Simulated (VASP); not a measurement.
# HfS2 (P-3m1) in VASP: settings compared

The runs below take HfS2 through single point, with HSE06, r2SCAN.

All numbers are computed with VASP 6.6.1; they aren't measurements. Logs are shortened: lines on timing, memory, paths and dates and some standing lists are left out, and cuts for length are marked.

### Step 1. The cell of the first run

It takes space group P-3m1 (No. 164, trigonal). Conventional cell: a = 3.485 Å, b = 3.485 Å, c = 5.643 Å, α = 90.00°, β = 90.00°, γ = 120.00°. Within 3.3 Å of Hf (site symmetry -3m) lie 6 S at 2.50 Å. Within 3.6 Å of S (site symmetry 3m) lie 3 Hf at 2.50 Å and 12 S at 3.34 to 3.59 Å.

### Step 2. Single point, HSE06 (strain -4.0%)

File POSCAR:

```
HfS2
1.0
    3.4850841201      0.0000000000      0.0000000000
   -1.7425420600      3.0181713824      0.0000000000
    0.0000000000      0.0000000000      5.6432238246
Hf S
1 2
Direct
    0.0000000000      0.0000000000      0.0000000000
    0.3333333333      0.6666666667      0.2635290623
    0.6666666667      0.3333333333      0.7364709377
```

File INCAR.step1:

```
PREC = Accurate ; ENCUT = 400
EDIFF = 1E-5 ; ISMEAR = 0
SIGMA = 0.01 ; LREAL = F
LASPH = T ; NELM = 120
ALGO = Normal ; ISIF = 2
LWAVE = T ; LCHARG = F
NBANDS = 18 ; GGA = PE
GGA_COMPAT = F
```

File INCAR.step2:

```
PREC = Accurate ; ENCUT = 400
EDIFF = 1E-6 ; ISMEAR = 0
SIGMA = 0.01 ; LREAL = F
LASPH = T ; NELM = 120
ALGO = Normal ; ISIF = 2
LWAVE = F ; LCHARG = F
GGA = PE ; LHFCALC = T
HFSCREEN = 0.2079 ; PRECFOCK = Normal
NBANDS = 18 ; ISTART = 1
GGA_COMPAT = F
```

File KPOINTS:

```
Automatic mesh
0
Gamma
  6 6 4
```

Potentials or basis: VASP PAW PBE potentials, release 64 (Hf_pv, S).

Run with:

```
$ cat potpaw_PBE.64/Hf_pv/POTCAR potpaw_PBE.64/S/POTCAR > POTCAR
$ cp INCAR.step1 INCAR
$ mpirun -np 1 vasp_std > vasp.out
$ cp INCAR.step2 INCAR
$ mpirun -np 1 vasp_std > vasp.out
```

OUTCAR:

```text
PREC = Accurate
   ENCUT = 400
   EDIFF = 1E-6
   ISMEAR = 0
   LREAL = F
   LASPH = T
   NELM = 120
   ISIF = 2
   GGA = PE
   LHFCALC = T
   HFSCREEN = 0.2079
   PRECFOCK = Normal
   ISTART = 1

 ion  position               nearest neighbor table
   1  0.000  0.000  0.000-   2 2.50   3 2.50   3 2.50   2 2.50   3 2.50   2 2.50
   2  0.333  0.667  0.264-   1 2.50   1 2.50   1 2.50
   3  0.667  0.333  0.736-   1 2.50   1 2.50   1 2.50

  LATTYP: Found a hexagonal cell.
 ALAT       =     3.4850841201
 C/A-ratio  =     1.6192503911

  Lattice vectors:

 A1 = (   3.4850841201,   0.0000000000,   0.0000000000)
 A2 = (  -1.7425420600,   3.0181713824,   0.0000000000)
 A3 = (   0.0000000000,   0.0000000000,   5.6432238246)

Analysis of symmetry for initial positions (statically):
=====================================================================
 Subroutine PRICEL returns:
 Original cell was already a primitive cell.

 Routine SETGRP: Setting up the symmetry group for a
 hexagonal supercell.

 Subroutine GETGRP returns: Found 12 space group operations
 (whereof 12 operations were pure point group operations)
 out of a pool of 24 trial point group operations.

The static configuration has the point symmetry D_3d.

Analysis of symmetry for dynamics (positions and initial velocities):
=====================================================================
 Subroutine PRICEL returns:
 Original cell was already a primitive cell.

 Routine SETGRP: Setting up the symmetry group for a
 hexagonal supercell.

 Subroutine GETGRP returns: Found 12 space group operations
 (whereof 12 operations were pure point group operations)
 out of a pool of 24 trial point group operations.

The dynamic configuration has the point symmetry D_3d.

 Subroutine INISYM returns: Found 12 space group operations
 (whereof 12 operations are pure point group operations),
 and found     1 'primitive' translations

----------------------------------------------------------------------------------------

                                     Primitive cell

  volume of cell :      59.3587

  direct lattice vectors                    reciprocal lattice vectors
     3.485084120  0.000000000  0.000000000     0.286937120  0.165663223  0.000000000
    -1.742542060  3.018171382  0.000000000     0.000000000  0.331326447  0.000000000
     0.000000000  0.000000000  5.643223825     0.000000000  0.000000000  0.177203675

  length of vectors
     3.485084120  3.485084120  5.643223825     0.331326447  0.331326447  0.177203675

  position of ions in fractional coordinates (direct lattice)
     0.000000000  0.000000000  0.000000000
     0.333333333  0.666666667  0.263529062
     0.666666667  0.333333333  0.736470938

  ion indices of the primitive-cell ions
   primitive index   ion index
                 1           1
                 2           2
                 3           3

----------------------------------------------------------------------------------------

 KPOINTS: Automatic mesh

Automatic generation of k-mesh.
 Grid dimensions read from file:
 generate k-points for:    6    6    4

 Generating k-lattice:

  Cartesian coordinates                     Fractional coordinates (reciprocal lattice)
     0.047822853  0.027610537  0.000000000     0.166666667 -0.000000000  0.000000000
     0.000000000  0.055221074  0.000000000     0.000000000  0.166666667  0.000000000
     0.000000000  0.000000000  0.044300919     0.000000000  0.000000000  0.250000000

  Length of vectors
     0.055221074  0.055221074  0.044300919

  Shift w.r.t. Gamma in fractional coordinates (k-lattice)
     0.000000000  0.000000000  0.000000000

 Subroutine IBZKPT returns following result:
 ===========================================

 Found     24 irreducible k-points:

 Following reciprocal coordinates:
            Coordinates               Weight
  0.000000  0.000000  0.000000      1.000000
  0.166667  0.000000  0.000000      6.000000
  0.333333  0.000000  0.000000      6.000000
  0.500000  0.000000  0.000000      3.000000
  0.166667  0.166667  0.000000      6.000000
  0.333333  0.166667  0.000000     12.000000
[... 16 lines left out ...]
  0.333333  0.166667  0.500000     12.000000
  0.333333  0.333333  0.500000      2.000000
   k-points           NKPTS =     24   k-points in BZ     NKDIM =    144   number of bands    NBANDS=     18
   number of dos      NEDOS =    301   number of ions     NIONS =      3
   total plane-waves  NPLWV =  23040
   dimension x,y,z NGX =    24 NGY =   24 NGZ =   40
   dimension x,y,z NGXF=    48 NGYF=   48 NGZF=   80
   ions per type =               1   2
   NGX,Y,Z   is equivalent  to a cutoff of  11.45, 11.45, 11.78 a.u.
   NGXF,Y,Z  is equivalent  to a cutoff of  22.90, 22.90, 23.57 a.u.
 SYSTEM =  unknown system
   PREC   = accura    normal or accurate (medium, high low for compatibility)
   ISTART =      1    job   : 0-new  1-cont  2-samecut
   ICHARG =      0    charge: 1-file 2-atom 10-const
[... 34 lines left out ...]
   ENCUT4O =  -1.0   cutoff for four orbital integrals eV
   NKREDX  =     1    reduce k-point grid by
   NKREDY  =     1    reduce k-point grid by
   NKREDZ  =     1    reduce k-point grid by
   AEXX    =    0.2500 exact exchange contribution
   HFSCREEN=    0.2079 screening length (either q_TF or 0.3 A-1)
   HFSCREENC=   0.2079 screening length for correlation (either q_TF or 0.3 A-1)
   ENCUTFOCK=  -1.0 apply spherical cutoff to Coloumb kernel
   IVDW    =     0    specifies the selected vdW correction
   LEPSILON=     F    determine dielectric tensor
   LRPA    =     F    only Hartree local field effects (RPA)
 non-spin polarized calculation
 Gauss-broadening in eV      SIGMA  =   0.01
  energy-cutoff  :      400.00
  volume of cell :       59.36
 maximum number of plane-waves:      1104
 NGX is ok and might be reduce to    24
  NGX = 18; NGY = 18; NGZ = 30

 number of electron      22.0000000 magnetization

 Free energy of the ion-electron system (eV)
  ---------------------------------------------------
  ext. energy  EPLUGINS =         0.00000000
  ---------------------------------------------------
  free energy    TOTEN  =       -26.72820722 eV

  energy without entropy =      -26.72820722  energy(sigma->0) =      -26.72820722

 E-fermi :   4.3205     XC(G=0):  -8.5303

 val. band max:        4.1758207406   @ k =   0.0000   0.0000   0.0000
 cond. band min:       5.3638811936   @ k =   0.5000   0.0000   0.5000
 fundamental gap:      1.1880604530
 Fermi energy:         4.3204842974

 k-point     1 :       0.0000    0.0000    0.0000
  band No.  band energies     occupation
      1     -28.6665      2.00000
      2     -28.4869      2.00000
      3     -28.4869      2.00000
      4     -11.0894      2.00000
      5      -8.8116      2.00000
      6      -2.1211      2.00000
[... 10 lines left out ...]
     17      10.6905      0.00000
     18      11.1796      0.00000

 k-point     2 :       0.1667    0.0000    0.0000
  band No.  band energies     occupation
      1     -28.6486      2.00000
      2     -28.5762      2.00000
      3     -28.5067      2.00000
      4     -10.6874      2.00000
      5      -8.8680      2.00000
      6      -1.6064      2.00000
[... 10 lines left out ...]
     17      12.3980      0.00000
     18      12.8995      0.00000

 k-point     3 :       0.3333    0.0000    0.0000
  band No.  band energies     occupation
      1     -28.7506      2.00000
      2     -28.6121      2.00000
      3     -28.5459      2.00000
      4      -9.7788      2.00000
      5      -8.9574      2.00000
      6      -0.8395      2.00000
[... 10 lines left out ...]
     17      12.8275      0.00000
     18      13.1993      0.00000

 k-point     4 :       0.5000    0.0000    0.0000
  band No.  band energies     occupation
      1     -28.8353      2.00000
      2     -28.5940      2.00000
      3     -28.5653      2.00000
      4      -9.3518      2.00000
      5      -8.8589      2.00000
      6      -1.8822      2.00000
[... 375 lines left out ...]
      4      -9.5591      2.00000
      5      -9.4699      2.00000
      6      -0.7913      2.00000
[... 10 lines left out ...]
     17      13.3128      0.00000
     18      13.8666      0.00000

 k-point    23 :       0.3333    0.1667    0.5000
  band No.  band energies     occupation
      1     -28.7902      2.00000
      2     -28.6126      2.00000
      3     -28.5939      2.00000
      4      -9.3619      2.00000
      5      -8.8302      2.00000
      6      -1.4083      2.00000
[... 10 lines left out ...]
     17      12.8590      0.00000
     18      13.0904      0.00000

 k-point    24 :       0.3333    0.3333    0.5000
  band No.  band energies     occupation
      1     -28.7279      2.00000
      2     -28.7279      2.00000
      3     -28.5858      2.00000
      4      -8.9680      2.00000
      5      -8.9680      2.00000
      6      -0.5786      2.00000
[... 10 lines left out ...]
     17      13.5047      0.00000
     18      14.6870      0.00000

------------------------ aborting loop because EDIFF is reached ----------------------------------------

  FORCE on cell =-STRESS in cart. coord.  units (eV):
  Direction    XX          YY          ZZ          XY          YZ          ZX
  --------------------------------------------------------------------------------------
  -------------------------------------------------------------------------------------
  Total        3.4129896      3.4129896      1.4373641      0.0000000     -0.0000000     -0.0000000
  in kB       92.1215224     92.1215224     38.7965357      0.0000000     -0.0000000     -0.0000000
  external PRESSURE =      74.3465268 kB  Pullay stress =       0.0000000 kB

 VOLUME and BASIS-vectors are now :
 -----------------------------------------------------------------------------
  energy-cutoff  :      400.00
  volume of cell :       59.36
      direct lattice vectors                 reciprocal lattice vectors
     3.485084120  0.000000000  0.000000000     0.286937120  0.165663223  0.000000000
    -1.742542060  3.018171382  0.000000000     0.000000000  0.331326447  0.000000000
     0.000000000  0.000000000  5.643223825     0.000000000  0.000000000  0.177203675

 POSITION                                       TOTAL-FORCE (eV/Angst)
 -----------------------------------------------------------------------------------
      0.00000      0.00000      0.00000        -0.000000      0.000000      0.000000
     -0.00000      2.01211      1.48715        -0.000000      0.000000     -0.185841
      1.74254      1.00606      4.15607         0.000000     -0.000000      0.185841
 -----------------------------------------------------------------------------------
    total drift:                               -0.000000     -0.000000      0.000003

  FREE ENERGIE OF THE ION-ELECTRON SYSTEM (eV)
  ---------------------------------------------------
  free  energy   TOTEN  =       -26.7282072222 eV

  energy  without entropy=      -26.7282072222  energy(sigma->0) =      -26.72820722
```

Run time: 29 min. Hardware: 1 thread of AMD EPYC 7R13 (Zen 3), shared host; peak memory 0.25 GiB.

What came out:

- Free energy: -26.7282 eV
- Pressure: 7.4 GPa
- Largest force: 0.186 eV/Å
- Band gap on the k mesh: 1.19 eV (least direct gap 2.34 eV)

Forces on the atoms (eV/Å):
```
Hf   0.000  0.000  0.000
S    0.000  0.000 -0.186
S    0.000  0.000  0.186
```

Stress tensor (GPa, compression positive):
```
9.21 0.00 0.00
0.00 9.21 0.00
0.00 0.00 3.88
```

Caveat: the cell differs from its parent crystal (strain -4.0%); the stress differs along the axes, from 4 to 9 GPa; the PAW data sets were made with another functional, which shifts forces and pressure a little; spin-orbit coupling is left out, which moves the levels of the heavy elements. A k mesh can miss the band edges.

### Step 3. Single point, HSE06 (strain +2.0%)

File POSCAR:

```
HfS2
1.0
    3.7029018777      0.0000000000      0.0000000000
   -1.8514509388      3.2068070938      0.0000000000
    0.0000000000      0.0000000000      5.9959253136
Hf S
1 2
Direct
    0.0000000000      0.0000000000      0.0000000000
    0.3333333333      0.6666666667      0.2349536346
    0.6666666667      0.3333333333      0.7650463654
```

File INCAR.step1:

```
PREC = Accurate
ENCUT = 400
EDIFF = 1E-5
ISMEAR = 0
SIGMA = 0.01
LREAL = False
LASPH = True
NELM = 120
ALGO = Normal
ISIF = 2
LWAVE = True
GGA = PE
NBANDS = 18
GGA_COMPAT = False
```

File INCAR.step2:

```
PREC = Accurate
ENCUT = 400
EDIFF = 1E-6
ISMEAR = 0
SIGMA = 0.01
LREAL = False
LASPH = True
NELM = 120
ALGO = Normal
ISIF = 2
LWAVE = False
LCHARG = True
GGA = PE
LHFCALC = True
HFSCREEN = 0.2079
PRECFOCK = Normal
LELF = True
LVHAR = True
ISTART = 1
NBANDS = 18
GGA_COMPAT = False
```

File KPOINTS:

```
regular mesh
0
Gamma
  6 6 4
```

Potentials or basis: VASP PAW PBE potentials, release 64 (Hf_pv, S).

Run with:

```
$ cat potpaw_PBE.64/Hf_pv/POTCAR potpaw_PBE.64/S/POTCAR > POTCAR
$ cp INCAR.step1 INCAR
$ mpirun -np 1 vasp_std > vasp.out
$ cp INCAR.step2 INCAR
$ mpirun -np 1 vasp_std > vasp.out
```

Wall time 34 min (1 thread of Intel Xeon Platinum 8488C (Sapphire Rapids), shared host); peak memory 0.28 GiB.

It converged, with:

```yaml
Free_energy: -26.9245 eV
Pressure: -2.5 GPa
Largest_force: 0.195 eV/Å
Band_gap_on_the_k_mesh: 2.10 eV (least direct gap 2.81 eV)
```

Forces in eV/Å, atoms in the order of the input:
```
Hf   0.000  0.000  0.000
S    0.000  0.000 -0.195
S    0.000  0.000  0.195
```

Stress tensor (GPa, compression positive):
```
-3.63  0.00  0.00
 0.00 -3.63  0.00
 0.00  0.00 -0.32
```

Levels at points of the mesh, in eV from the valence-band top:
```csv
k point,band 9,band 10,band 11,band 12,band 13,band 14
"(0.00, 0.00, 0.00)",-0.15,-0.15,0.00,2.86,2.86,3.72
"(0.50, 0.00, 0.00)",-2.48,-1.90,-1.52,2.18,4.82,4.92
"(0.00, 0.00, 0.50)",-1.64,-0.25,-0.25,2.82,2.82,3.87
"(0.50, 0.00, 0.50)",-2.36,-1.32,-0.98,2.10,4.88,4.90
```

Caveat: the cell differs from its parent crystal (strain +2.0%); the PAW data sets were made with another functional, which shifts forces and pressure a little; spin-orbit coupling is left out, which moves the levels of the heavy elements; this functional lacks dispersion, which binds layers or chains, so the pressure and a relaxed spacing across them are unreliable. A k mesh can miss the band edges.

### Step 4. Single point, r2SCAN, non-collinear spin, zero start, spin-orbit coupling (strain -3.0%)

File POSCAR:

```
HfS2
1.0
    3.5213870797      0.0000000000      0.0000000000
   -1.7606935398      3.0496106676      0.0000000000
    0.0000000000      0.0000000000      5.7020074061
Hf S
1 2
Direct
    0.0000000000      0.0000000000      0.0000000000
    0.3333333333      0.6666666667      0.2588641200
    0.6666666667      0.3333333333      0.7411358800
```

File INCAR.step1:

```
PREC     = Accurate       # precision mode
ENCUT    = 550            # plane-wave cutoff, eV
ISMEAR   = -1             # smearing method
SIGMA    = 0.02           # smearing width, eV
LREAL    = F              # projectors in reciprocal space
LASPH    = T              # aspherical terms in the spheres
NELM     = 200            # most SCF steps
MAGMOM   = 0 0 0 0 0 0 0 0 0 # initial moments
LSORBIT  = T              # spin-orbit coupling
GGA_COMPAT= F            
LMAXMIX  = 4              # l up to which the mixer works
NBANDS   = 35             # bands
GGA      = PE             # functional
ALGO     = Normal         # electronic algorithm
EDIFF    = 1E-5           # SCF threshold, eV
LWAVE    = T              # write WAVECAR
LCHARG   = F              # write CHGCAR
```

File INCAR.step2:

```
PREC     = Accurate       # precision mode
ENCUT    = 550            # plane-wave cutoff, eV
EDIFF    = 1E-6           # SCF threshold, eV
ISMEAR   = -1             # smearing method
SIGMA    = 0.02           # smearing width, eV
LREAL    = F              # projectors in reciprocal space
LASPH    = T              # aspherical terms in the spheres
NELM     = 200            # most SCF steps
ALGO     = Normal         # electronic algorithm
ISIF     = 2              # what is computed and relaxed
LWAVE    = F              # write WAVECAR
LCHARG   = F              # write CHGCAR
MAGMOM   = 0 0 0 0 0 0 0 0 0 # initial moments
LORBIT   = 11             # projections on sites
LSORBIT  = T              # spin-orbit coupling
GGA_COMPAT= F            
LORBMOM  = T            
LMAXMIX  = 4              # l up to which the mixer works
METAGGA  = R2SCAN         # meta-GGA
LMIXTAU  = T            
NBANDS   = 35             # bands
ISTART   = 1
```

File KPOINTS:

```
regular mesh
0
Gamma
  12 12 4
```

Run with:

```
$ cat potpaw_PBE.64/Hf_pv/POTCAR potpaw_PBE.64/S/POTCAR > POTCAR
$ cp INCAR.step1 INCAR
$ mpirun -np 1 vasp_ncl > vasp.out
$ cp INCAR.step2 INCAR
$ mpirun -np 1 vasp_ncl > vasp.out
```

Run time: 16 min. Hardware: 1 thread of AMD EPYC 9R45 (Zen 5), shared host; peak memory 0.51 GiB.

It converged, with:

* Free energy: -67.1346 eV
* Pressure: 5.7 GPa
* Largest force: 0.124 eV/Å
* Net moment: 0.00 μB per cell
* Valence electrons inside the program's atomic spheres: Hf 8.44; S 3.81

Forces in eV/Å, atoms in the order of the input:
```
Hf   0.000  0.000  0.000
S    0.000  0.000 -0.124
S    0.000  0.000  0.124
```

Stress tensor (GPa, compression positive):
```
7.04 0.00 0.00
0.00 7.04 0.00
0.00 0.00 2.89
```

Moments on the atoms (μB; x, y, z):
```
Hf  0.00 0.00 0.00
S   0.00 0.00 0.00
S   0.00 0.00 0.00
```

Caveat: the cell differs from its parent crystal (strain -3.0%); the cell stands under pressure; the PAW data sets were made with another functional, which shifts forces and pressure a little.

### Step 5. The runs side by side

```csv
level,spin,cell,k mesh,cutoff (eV),smearing,grid for exact exchange (PRECFOCK),share of exact exchange,screening parameter,gap on the mesh (eV),pressure (GPa),largest force (eV/Å)
HSE06,off,"a = 3.485, b = 3.485, c = 5.643 Å, angles 90.0, 90.0, 120.0°, 3 atoms, strain -4.0%",6 × 6 × 4,400,gaussian 0.01 eV,Normal,0.25,0.2079 1/Å,1.19,7.4,0.19
HSE06,off,"a = 3.703, b = 3.703, c = 5.996 Å, angles 90.0, 90.0, 120.0°, 3 atoms, strain +2.0%",6 × 6 × 4,400,gaussian 0.01 eV,Normal,0.25,0.2079 1/Å,2.10,-2.5,0.19
r2SCAN,"non-collinear, zero start, SOC","a = 3.521, b = 3.521, c = 5.702 Å, angles 90.0, 90.0, 120.0°, 3 atoms, strain -3.0%",12 × 12 × 4,550,fermi-dirac 0.02 eV,-,-,-,-,5.7,0.12
```

Alike in all rows: task single point; potentials or basis VASP PAW PBE potentials, release 64 (Hf_pv, S).

Caveats: the PAW data sets were made with another functional, which shifts forces and pressure a little; spin-orbit coupling is left out, which moves the levels of the heavy elements (at least some runs); the stress differs along the axes, from 4 to 9 GPa (at least some runs); this functional lacks dispersion, which binds layers or chains, so the pressure and a relaxed spacing across them are unreliable (at least some runs); the cell stands under pressure (at least some runs).

Total energies depend on the potentials used, so only differences within one code and one set of settings carry meaning.
